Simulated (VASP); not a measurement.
# Mg8HO8 (a cell with a defect) in VASP: single point with PBE

Aim: the single point of Mg8HO8 (a cell with a defect) with PBE.

Program: VASP 6.6.1. These are calculated values, not measurements. Logs are shortened: lines on timing, memory, paths and dates and some standing lists are left out, and cuts for length are marked.

### 1 The cell of the first run

The cell holds a defect, 17 atoms: a = 5.709 Å, b = 5.709 Å, c = 5.709 Å, α = 60.00°, β = 60.00°, γ = 60.00°.

### 2 Single point, PBE, collinear spin

Input file INCAR:

```
SYSTEM = Mg8HO8
ALGO = Normal
EDIFF = 1E-6
ENCUT = 520
GGA = PE
ISIF = 2
ISMEAR = -1
ISPIN = 2
LASPH = .True.
LCHARG = .False.
LORBIT = 11
LREAL = Auto
LWAVE = .False.
MAGMOM = 0 0 0 0 0 0 0 0 0 0 0 0 0 0 0 0 1
NBANDS = 50
NELM = 150
PREC = Accurate
SIGMA = 0.05
```

Input file KPOINTS:

```
k-points
0
Gamma
  2 2 2
  0 0 0
```

Input file POSCAR:

```
Mg8HO8
1.0
    0.0000000000      4.0370000000      4.0370000000
    4.0370000000      0.0000000000      4.0370000000
    4.0370000000      4.0370000000      0.0000000000
Mg O H
8 8 1
Direct
   -0.0016875497      0.0005861787      0.0003438861
   -0.0011094723      0.0026835840      0.4989577555
   -0.0010054185      0.4993769391      0.0020455110
   -0.0011580316      0.4992125511      0.4989083003
    0.5002623007      0.0005685306      0.0003157292
    0.5002843495      0.0005792557      0.4983850036
    0.5002624482      0.4986824648      0.0003150569
    0.5018827529      0.4994084859      0.4990934017
    0.2495396381      0.2501970127      0.2498850861
    0.2551213083      0.2340206547      0.7551892338
    0.2552032793      0.7555648423      0.2334832728
    0.2550640213      0.7554281873      0.7551321859
    0.7498214984      0.2501952470      0.2498951209
    0.7498150531      0.2502014722      0.7496017182
    0.7498264774      0.7498912086      0.2499010116
    0.7333631484      0.7555823140      0.7552886047
    0.1238735964      0.6255483715      0.6242024217
```

Potentials or basis: VASP PAW PBE potentials, release 64 (Mg, O, H).

The run is started by

```bash
$ cat potpaw_PBE.64/Mg/POTCAR potpaw_PBE.64/O/POTCAR potpaw_PBE.64/H/POTCAR > POTCAR
$ mpirun -np 1 vasp_std > vasp.out
```

OUTCAR:

```text
SYSTEM = Mg8HO8
   EDIFF = 1E-6
   ENCUT = 520
   GGA = PE
   ISIF = 2
   ISMEAR = -1
   ISPIN = 2
   LASPH = .True.
   LORBIT = 11
   LREAL = Auto
   NELM = 150
   PREC = Accurate

 ion  position               nearest neighbor table
   1  0.998  0.001  0.000-  11 1.98  10 1.98  12 1.98  13 2.02  15 2.02  14 2.02   6 2.84   5 2.84
                             7 2.84   2 2.85   4 2.85   3 2.85   3 2.85   4 2.85   2 2.85   7 2.87
   2  0.999  0.003  0.499-  17 1.76  13 2.01  14 2.01   9 2.01  12 2.07  11 2.07  16 2.07   4 2.83
                             3 2.84   8 2.84   6 2.85   1 2.85   5 2.85   5 2.85   1 2.85   6 2.85
   3  0.999  0.499  0.002-  17 1.76  13 2.01  15 2.01   9 2.01  12 2.07  10 2.07  16 2.07   4 2.84
                             2 2.84   8 2.84   7 2.85   5 2.85   1 2.85   1 2.85   5 2.85   7 2.85
   4  0.999  0.499  0.499-  17 1.76  15 2.01  14 2.01   9 2.01  10 2.07  11 2.07  16 2.07   2 2.83
                             3 2.84   8 2.84   6 2.85   1 2.85   7 2.85   7 2.85   1 2.85   6 2.85
   5  0.500  0.001  0.000-  16 1.98  11 1.98  10 1.98  15 2.02  14 2.02   9 2.02   1 2.84   6 2.84
                             7 2.84   3 2.85   8 2.85   2 2.85   2 2.85   8 2.85   3 2.85   7 2.87
   6  0.500  0.001  0.498-  16 1.98  10 1.98  12 1.98  13 2.02  15 2.02   9 2.02   1 2.84   5 2.84
                             7 2.84   2 2.85   4 2.85   8 2.85   8 2.85   4 2.85   2 2.85   7 2.87
   7  0.500  0.499  0.000-  16 1.98  11 1.98  12 1.98  13 2.02  14 2.02   9 2.02   1 2.84   6 2.84
                             5 2.84   3 2.85   8 2.85   4 2.85   4 2.85   8 2.85   3 2.85   5 2.87
   8  0.502  0.499  0.499-  17 1.76  13 2.01  15 2.01  14 2.01  12 2.07  10 2.07  11 2.07   4 2.84
                             2 2.84   3 2.84   7 2.85   5 2.85   6 2.85   6 2.85   5 2.85   7 2.85
   9  0.250  0.250  0.250-   4 2.01   2 2.01   3 2.01   5 2.02   7 2.02   6 2.02
  10  0.255  0.234  0.755-   1 1.98   6 1.98   5 1.98   8 2.07   3 2.07   4 2.07
  11  0.255  0.756  0.233-   1 1.98   7 1.98   5 1.98   8 2.07   2 2.07   4 2.07
  12  0.255  0.755  0.755-   1 1.98   6 1.98   7 1.98   8 2.07   3 2.07   2 2.07
  13  0.750  0.250  0.250-   2 2.01   3 2.01   8 2.01   7 2.02   6 2.02   1 2.02
  14  0.750  0.250  0.750-   4 2.01   2 2.01   8 2.01   5 2.02   7 2.02   1 2.02
  15  0.750  0.750  0.250-   4 2.01   3 2.01   8 2.01   5 2.02   6 2.02   1 2.02
  16  0.733  0.756  0.755-   6 1.98   7 1.98   5 1.98   3 2.07   2 2.07   4 2.07
  17  0.124  0.626  0.624-   4 1.76   2 1.76   3 1.76   8 1.76

  LATTYP: Found a face centered cubic cell.
 ALAT       =     8.0740000000

  Lattice vectors:

 A1 = (   0.0000000000,   4.0370000000,   4.0370000000)
 A2 = (   4.0370000000,   0.0000000000,   4.0370000000)
 A3 = (   4.0370000000,   4.0370000000,   0.0000000000)

Analysis of symmetry for initial positions (statically):
=====================================================================
 Subroutine PRICEL returns:
 Original cell was already a primitive cell.

 Routine SETGRP: Setting up the symmetry group for a
 face centered cubic supercell.

 Subroutine GETGRP returns: Found  1 space group operations
 (whereof  1 operations were pure point group operations)
 out of a pool of 48 trial point group operations.

[... 194 lines left out ...]

 spin component 1

 k-point     1 :       0.0000    0.0000    0.0000
  band No.  band energies     occupation
      1     -13.7923      1.00000
      2     -12.1716      1.00000
      3     -12.0940      1.00000
      4     -12.0930      1.00000
      5     -12.0919      1.00000
      6     -11.7881      1.00000
[... 365 lines left out ...]
     43      16.7874      0.00000
     44      16.7881      0.00000
 Fermi energy:         7.9490736285

 spin component 2

 k-point     1 :       0.0000    0.0000    0.0000
  band No.  band energies     occupation
      1     -13.7201      1.00000
      2     -12.0855      1.00000
      3     -12.0571      1.00000
      4     -12.0567      1.00000
      5     -12.0563      1.00000
      6     -11.6865      1.00000
[... 365 lines left out ...]
     43      16.8006      0.00000
     44      16.8052      0.00000
 [bands above 44 left out]

------------------------ aborting loop because EDIFF is reached ----------------------------------------

  FORCE on cell =-STRESS in cart. coord.  units (eV):
  Direction    XX          YY          ZZ          XY          YZ          ZX
  --------------------------------------------------------------------------------------
  -------------------------------------------------------------------------------------
  Total       32.8365782     32.8346901     32.8364442      0.0017554      0.0008174      0.0063019
  in kB      399.8178993    399.7949098    399.8162678      0.0213736      0.0099526      0.0767325
  external PRESSURE =     399.8096923 kB  Pullay stress =       0.0000000 kB

 VOLUME and BASIS-vectors are now :
 -----------------------------------------------------------------------------
  energy-cutoff  :      520.00
  volume of cell :      131.58
      direct lattice vectors                 reciprocal lattice vectors
     0.000000000  4.037000000  4.037000000    -0.123854347  0.123854347  0.123854347
     4.037000000  0.000000000  4.037000000     0.123854347 -0.123854347  0.123854347
     4.037000000  4.037000000  0.000000000     0.123854347  0.123854347 -0.123854347

 POSITION                                       TOTAL-FORCE (eV/Angst)
 -----------------------------------------------------------------------------------
      0.00375      4.03158      4.03255        -0.022158      0.007989      0.016981
      2.02513      6.04681      4.04335         0.065920     -0.064737      0.065957
      2.02424      4.04120      6.04893         0.065341      0.065158     -0.064521
      4.02941      6.04642      6.04765        -0.067536     -0.066948     -0.067724
      0.00357      2.02083      2.02185        -0.009020     -0.019647     -0.011354
      2.01432      4.03163      2.02199         0.017540      0.005834     -0.022520
[... 9 lines left out ...]
      6.09939      6.00969      6.01087        -0.026956      0.025827      0.026940
      5.04524      3.01998      3.02542         0.004023      0.027754      0.008534
 -----------------------------------------------------------------------------------
    total drift:                                0.001551      0.007010      0.003640

  FREE ENERGIE OF THE ION-ELECTRON SYSTEM (eV)
  ---------------------------------------------------
  free  energy   TOTEN  =       -91.8710817969 eV

  energy  without entropy=      -91.8591046503  energy(sigma->0) =      -91.86509322

 total charge

# of ion       s       p       d       tot
------------------------------------------
    1        0.173   0.235   0.116   0.524
    2        0.167   0.225   0.111   0.503
    3        0.167   0.225   0.111   0.503
    4        0.167   0.225   0.111   0.503
    5        0.173   0.235   0.116   0.524
    6        0.173   0.235   0.116   0.524
[... 9 lines left out ...]
   16        1.557   3.620   0.000   5.177
   17        0.593   0.024   0.000   0.617
--------------------------------------------------
tot         14.362  30.928   0.908  46.199

 magnetization (x)

# of ion       s       p       d       tot
------------------------------------------
    1        0.000   0.001   0.001   0.002
    2       -0.000   0.001   0.003   0.004
    3       -0.000   0.001   0.003   0.004
    4       -0.000   0.001   0.003   0.004
    5        0.000   0.001   0.001   0.002
    6        0.000   0.001   0.001   0.002
[... 9 lines left out ...]
   16        0.007   0.075   0.000   0.081
   17        0.229   0.001   0.000   0.230
--------------------------------------------------
tot          0.256   0.303   0.017   0.575
```

stdout:

```text
POSCAR found type information on POSCAR MgO H
 POSCAR found :  3 types and      17 ions
 scaLAPACK will be used
 LDA part: xc-table for (Slater+PW92), standard interpolation
 POSCAR, INCAR and KPOINTS ok, starting setup
 FFT: planning ... GRIDC
 FFT: planning ... GRID_SOFT
 FFT: planning ... GRID
 WAVECAR not read
 entering main loop
```

Run time: 7.2 min. Hardware: 1 thread of Intel Xeon 8259CL, shared host; peak memory 0.35 GiB.

What came out:

- Free energy: -91.8711 eV
- Pressure: 40.0 GPa
- Largest force: 0.117 eV/Å
- Net moment: 0.75 μB per cell
- Site moments: Mg +0.00; O -0.00, +0.08 (each value once); H +0.23 μB
- Valence electrons inside the program's atomic spheres: Mg 0.52, 0.50 (each value once); O 5.19, 5.18 (each value once); H 0.62

Forces on the atoms (eV/Å):
```
Mg  -0.022  0.008  0.017
Mg   0.066 -0.065  0.066
Mg   0.065  0.065 -0.065
Mg  -0.068 -0.067 -0.068
Mg  -0.009 -0.020 -0.011
Mg   0.018  0.006 -0.023
Mg   0.010 -0.024  0.008
Mg  -0.065  0.066  0.066
O    0.001 -0.003 -0.002
O    0.023 -0.025  0.023
O    0.026  0.025 -0.027
O   -0.020 -0.022 -0.021
O    0.006  0.004  0.005
O   -0.002 -0.003  0.001
O   -0.005  0.002 -0.005
O   -0.027  0.026  0.027
H    0.004  0.028  0.009
```

Caveat: the k points lie up to 0.67 Å⁻¹ apart.
